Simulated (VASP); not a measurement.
AgCl:

```
CELL_PARAMETERS angstrom
3.21528 0.00000 0.00000
0.00000 3.21528 0.00000
0.00000 0.00000 3.39559
ATOMIC_POSITIONS crystal
Ag 0.00000 0.00000 0.00000
Cl 0.50000 0.50000 0.50000
```

This cell differs from its parent crystal: biaxial xy strain -5.3%.

Base run:

| Property | Result |
| --- | --- |
| Program | VASP 6.6.1 |
| Functional | r2SCAN |
| Potentials or basis | VASP PAW PBE potentials, release 64 (Ag, Cl) |
| Cutoff | 520 eV |
| k mesh | 8 × 8 × 8 |
| Occupations | gaussian, width 0.01 eV |
| Spin | no spin polarisation |

Its results: band gap on the k mesh 1.21 eV (least direct gap 3.11 eV); pressure 8.2 GPa.

Task: The run is repeated on the same cell with these changes: functional from r2SCAN to HSE06; cutoff from 520 eV to 400 eV; k mesh from 8 × 8 × 8 to 6 × 6 × 6. What comes out?

Result: Band gap on the k mesh 2.00 eV (least direct gap 3.81 eV); pressure 8.7 GPa.

Several settings changed at once.

Caveats: the cell stands under pressure; the PAW data sets were made with another functional, which shifts forces and pressure a little.

A k mesh can miss the band edges.
